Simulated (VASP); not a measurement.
# Lu (Im-3m) in VASP: notebook

Lu is run at these levels: LDA; tasks: single point.

Everything below comes from runs of VASP 6.6.1. Logs are shortened: lines on timing, memory, paths and dates and some standing lists are left out, and cuts for length are marked.

## 1. The cell of the first run

Symmetry: Im-3m, No. 229, cubic system. Conventional cell: a = 3.641 Å, b = 3.641 Å, c = 3.641 Å, α = 90.00°, β = 90.00°, γ = 90.00°. Within 4.1 Å of Lu (site symmetry m-3m) lie 14 Lu at 3.15 to 3.64 Å.

## 2. Single point, LDA (volume scaled by 0.92)

The input, INCAR:

```
SYSTEM = Lu
PREC = Accurate ; ENCUT = 520
EDIFF = 1E-6 ; ISMEAR = -1
SIGMA = 0.1 ; LREAL = .FALSE.
LASPH = .TRUE. ; NELM = 60
ALGO = Normal ; ISIF = 2
LWAVE = .FALSE. ; LCHARG = .TRUE.
GGA = CA ; LELF = .TRUE.
LVHAR = .TRUE. ; NBANDS = 18
```

The input, KPOINTS:

```
regular mesh
0
G
  13 13 13
  0 0 0
```

The input, POSCAR:

```
Lu
1.0
   -1.8205737716      1.8205737716      1.8205737716
    1.8205737716     -1.8205737716      1.8205737716
    1.8205737716      1.8205737716     -1.8205737716
Lu
1
Direct
    0.0000000000      0.0000000000      0.0000000000
```

Potentials or basis: VASP PAW PBE potentials, release 64 (Lu).

Launch:

```bash
$ cat potpaw_PBE.64/Lu/POTCAR > POTCAR
$ mpirun -np 1 vasp_std > vasp.out
```

OUTCAR:

```text
SYSTEM = Lu
   PREC = Accurate
   ENCUT = 520
   EDIFF = 1E-6
   ISMEAR = -1
   LREAL = .FALSE.
   LASPH = .TRUE.
   NELM = 60
   ISIF = 2
   GGA = CA

 ion  position               nearest neighbor table
   1  0.000  0.000  0.000-

  LATTYP: Found a body centered cubic cell.
 ALAT       =     3.6411475432

  Lattice vectors:

 A1 = (  -1.8205737716,   1.8205737716,   1.8205737716)
 A2 = (   1.8205737716,  -1.8205737716,   1.8205737716)
 A3 = (   1.8205737716,   1.8205737716,  -1.8205737716)

Analysis of symmetry for initial positions (statically):
=====================================================================
 Subroutine PRICEL returns:
 Original cell was already a primitive cell.

 Routine SETGRP: Setting up the symmetry group for a
 body centered cubic supercell.

 Subroutine GETGRP returns: Found 48 space group operations
 (whereof 48 operations were pure point group operations)
 out of a pool of 48 trial point group operations.

The static configuration has the point symmetry O_h .

Analysis of symmetry for dynamics (positions and initial velocities):
=====================================================================
 Subroutine PRICEL returns:
 Original cell was already a primitive cell.

 Routine SETGRP: Setting up the symmetry group for a
 body centered cubic supercell.

 Subroutine GETGRP returns: Found 48 space group operations
 (whereof 48 operations were pure point group operations)
 out of a pool of 48 trial point group operations.

The dynamic configuration has the point symmetry O_h .

 Subroutine INISYM returns: Found 48 space group operations
 (whereof 48 operations are pure point group operations),
 and found     1 'primitive' translations

----------------------------------------------------------------------------------------

                                     Primitive cell

  volume of cell :      24.1371

  direct lattice vectors                    reciprocal lattice vectors
    -1.820573772  1.820573772  1.820573772     0.000000000  0.274638692  0.274638692
     1.820573772 -1.820573772  1.820573772     0.274638692  0.000000000  0.274638692
     1.820573772  1.820573772 -1.820573772     0.274638692  0.274638692  0.000000000

  length of vectors
[... 70 lines left out ...]
 SYSTEM =  Lu
   PREC   = accura    normal or accurate (medium, high low for compatibility)
   ISTART =      0    job   : 0-new  1-cont  2-samecut
   ICHARG =      2    charge: 1-file 2-atom 10-const
   ISPIN  =      1    spin polarized calculation?
   LNONCOLLINEAR =      F non collinear calculations
   LSORBIT =      F    spin-orbit coupling
   LASPH  =      T    aspherical Exc in radial PAW
   ENCUT  =  520.0 eV  38.22 Ry    6.18 a.u.   5.86  5.86  5.86*2*pi/ulx,y,z
   NELM   =     60;   NELMIN=  2; NELMDL= -5     # of ELM steps
   EDIFF  = 0.1E-05   stopping-criterion for ELM
   LREAL  =      F    real-space projection
   EDIFFG = 0.1E-04   stopping-criterion for IOM
   NSW    =      0    number of steps for IOM
   IBRION =     -1    ionic relax: 0-MD 1-quasi-New 2-CG
   NFREE  =      0    steps in history (QN), initial steepest desc. (CG)
   ISIF   =      2    stress and relaxation
   ISYM   =      2    0-nonsym 1-usesym 2-fastsym
   POTIM  = 0.5000    time-step for ionic-motion
   TEBEG  =    0.0;   TEEND  =   0.0 temperature during run
   PSTRESS=    0.0 pullay stress
   NELECT =      25.0000    total number of electrons
   NUPDOWN=      -1.0000    fix difference up-down
   EMIN   =  10.00;   EMAX   =-10.00  energy-range for DOS
   EFERMI =   0.00;   METHOD = LEGACY
   ISMEAR =    -1;   SIGMA  =   0.10  broadening in eV -4-tet -1-fermi 0-gaus
   EFERMI_NEDOS =   21; number of points for ismear=-14 and -15
   IALGO  =     38    algorithm
   IMIX   =      4    mixing-type and parameters
     AMIX     =   0.40;   BMIX     =  1.00
     AMIX_MAG =   1.60;   BMIX_MAG =  1.00
  volume/ion in A,a.u.               =      24.14       162.89
  Fermi-wavevector in a.u.,A,eV,Ry     =   1.656380  3.130104 37.328857  2.743594
  Thomas-Fermi vector in A             =   2.744314
   LORBIT       =      0    0 simple, 1 ext, 2 COOP (PROOUT), +10 PAW based schemes
   GGA     = CA    functional components
   LHFCALC =     F    Hartree Fock is set to
   AEXX    =    0.0000 exact exchange contribution
   IVDW    =     0    specifies the selected vdW correction
   LEPSILON=     F    determine dielectric tensor
   LRPA    =     F    only Hartree local field effects (RPA)
 non-spin polarized calculation
  energy-cutoff  :      520.00
  volume of cell :       24.14
 maximum number of plane-waves:       678
   NGX = 11   NGY = 11   NGZ = 11

 number of electron      24.9999986 magnetization

 Free energy of the ion-electron system (eV)
  ---------------------------------------------------
  ext. energy  EPLUGINS =         0.00000000
  ---------------------------------------------------
  free energy    TOTEN  =        -5.03038951 eV

  energy without entropy =       -4.96668273  energy(sigma->0) =       -4.99853612

 E-fermi :   2.8362     XC(G=0): -11.9505

 val. band max:        2.8164689057   @ k =   0.3077   0.3077   0.0769
 cond. band min:       2.8591217678   @ k =  -0.3077   0.3077   0.2308
 fundamental gap:      0.0426528621
 Fermi energy:         2.8361852715

 k-point     1 :       0.0000    0.0000    0.0000
  band No.  band energies     occupation
      1     -52.8868      2.00000
      2     -23.3222      2.00000
      3     -23.3222      2.00000
      4     -23.3222      2.00000
      5      -3.7394      2.00000
      6      -2.1138      2.00000
[... 481 lines left out ...]
      5      -2.0841      2.00000
      6      -2.0598      2.00000
[... 10 lines left out ...]
     17       9.0426      0.00000
     18      15.5397      0.00000

 [... further k-points ...]

------------------------ aborting loop because EDIFF is reached ----------------------------------------

  FORCE on cell =-STRESS in cart. coord.  units (eV):
  Direction    XX          YY          ZZ          XY          YZ          ZX
  --------------------------------------------------------------------------------------
  -------------------------------------------------------------------------------------
  Total        0.7772316      0.7772316      0.7772316      0.0000000      0.0000000      0.0000000
  in kB       51.5912695     51.5912695     51.5912695      0.0000000      0.0000000      0.0000000
  external PRESSURE =      51.5912695 kB  Pullay stress =       0.0000000 kB

 VOLUME and BASIS-vectors are now :
 -----------------------------------------------------------------------------
  energy-cutoff  :      520.00
  volume of cell :       24.14
      direct lattice vectors                 reciprocal lattice vectors
    -1.820573772  1.820573772  1.820573772     0.000000000  0.274638692  0.274638692
     1.820573772 -1.820573772  1.820573772     0.274638692  0.000000000  0.274638692
     1.820573772  1.820573772 -1.820573772     0.274638692  0.274638692  0.000000000

 POSITION                                       TOTAL-FORCE (eV/Angst)
 -----------------------------------------------------------------------------------
      0.00000      0.00000      0.00000         0.000000     -0.000000      0.000000
 -----------------------------------------------------------------------------------
    total drift:                                0.000000      0.000000     -0.000000

  FREE ENERGIE OF THE ION-ELECTRON SYSTEM (eV)
  ---------------------------------------------------
  free  energy   TOTEN  =        -5.0303895135 eV

  energy  without entropy=       -4.9666827320  energy(sigma->0) =       -4.99853612
```

Run time: 14 s. Hardware: 1 thread of Intel Xeon Platinum 8488C (Sapphire Rapids), shared host; peak memory 0.16 GiB.

Results:

```yaml
Free_energy: -5.0304 eV
Pressure: 5.2 GPa
```

Caveat: the PAW data sets were made with another functional, which shifts forces and pressure a little; spin-orbit coupling is left out, which moves the levels of the heavy elements.

## 3. Single point, LDA (volume scaled by 0.96)

The input, INCAR:

```
ALGO = Normal
EDIFF = 1E-7
ENCUT = 520
GGA = CA
ISIF = 2
ISMEAR = -1
LASPH = True
LCHARG = False
LREAL = False
LWAVE = False
NBANDS = 18
NELM = 80
PREC = Accurate
SIGMA = 0.1
```

The input, KPOINTS:

```
k-points
0
Gamma
  13 13 13
```

The input, POSCAR:

```
Lu
1.0
   -1.8465854827      1.8465854827      1.8465854827
    1.8465854827     -1.8465854827      1.8465854827
    1.8465854827      1.8465854827     -1.8465854827
Lu
1
Direct
    0.0000000000      0.0000000000      0.0000000000
```

Potentials or basis: VASP PAW PBE potentials, release 64 (Lu).

Launch:

```bash
$ cat potpaw_PBE.64/Lu/POTCAR > POTCAR
$ mpirun -np 1 vasp_std > vasp.out
```

Wall time 19 s (1 thread of Intel Xeon Platinum 8488C (Sapphire Rapids), shared host); peak memory 0.16 GiB.

Results (log left out):

```
Free energy : -5.0554 eV
Pressure    : 2.5 GPa
```

Levels at points of the mesh, in eV from the Fermi level:
| k point | band 9 | band 10 | band 11 | band 12 | band 13 | band 14 | band 15 | band 16 |
| --- | --- | --- | --- | --- | --- | --- | --- | --- |
| (0.00, 0.00, 0.00) | -4.87 | -4.87 | -4.87 | -4.83 | 2.15 | 2.15 | 2.15 | 4.78 |

Caveat: the PAW data sets were made with another functional, which shifts forces and pressure a little; spin-orbit coupling is left out, which moves the levels of the heavy elements.
